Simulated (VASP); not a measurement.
Crystal: MgS.

```
CELL_PARAMETERS angstrom
5.45994 0.00000 0.00000
-2.72997 4.72844 0.00000
0.00000 0.00000 4.44850
ATOMIC_POSITIONS crystal
Mg 0.00000 0.00000 0.00000
S 0.00000 0.00000 0.50000
```

* Program: VASP 6.6.1
* Task: relaxation of cell and atoms
* Functional: PBE
* Potentials or basis: VASP PAW PBE potentials, release 64 (Mg, S)
* Cutoff: 600 eV
* k mesh: 6 × 6 × 6
* Occupations: gaussian, width 0.02 eV
* Spin: no spin polarisation

At the start: pressure 0.1 GPa; volume 57.42 Å³/atom.

**Question.** Where does the relaxation end?

**Answer.** Over 18 steps the energy falls by 12.4 meV/atom and the volume is 82.93 Å³/atom (+44.4 %); space group P6/mmm (No. 191, to 0.05 Å).

The path:
| step | energy change (eV) | largest force (eV/Å) | pressure (GPa) | volume (Å³) |
| --- | --- | --- | --- | --- |
| 1 | 0.0000 | 0.0000 | 0.14 | 114.85 |
| 2 | -0.0012 | 0.0000 | 0.16 | 115.70 |
| 3 | -0.0043 | 0.0000 | 0.22 | 118.28 |
| 4 | -0.0085 | 0.0000 | 0.35 | 123.51 |
| 5 | -0.0103 | 0.0000 | 0.59 | 134.27 |
| 6 | -0.0105 | 0.0000 | 0.59 | 134.43 |
| 7 | -0.0110 | 0.0000 | 0.57 | 134.93 |
| 8 | -0.0119 | 0.0000 | 0.54 | 135.94 |
| 9 | -0.0137 | 0.0000 | 0.49 | 137.95 |
| 10 | -0.0169 | 0.0000 | 0.39 | 142.04 |
| 11 | -0.0214 | 0.0000 | 0.21 | 150.42 |
| 12 | -0.0245 | 0.0000 | -0.08 | 167.97 |
| 13 | -0.0245 | 0.0000 | -0.08 | 167.26 |
| 14 | -0.0238 | 0.0000 | 0.06 | 158.71 |
| 15 | -0.0245 | 0.0000 | -0.05 | 166.08 |
| 16 | -0.0247 | 0.0000 | -0.02 | 165.98 |
| 17 | -0.0247 | 0.0000 | 0.02 | 165.84 |
| 18 | -0.0247 | 0.0000 | 0.01 | 165.85 |

Final structure:
```xyz
2
Lattice="6.5567 0.0000 0.0000 -3.2784 5.6783 0.0000 0.0000 0.0000 4.4547" Properties=species:S:1:pos:R:3 pbc="T T T"
Mg    0.0000    0.0000    0.0000
S     0.0000    0.0000    2.2274
```

Caveat: the volume moved by over 15 % at a fixed basis, so the end points are rough.
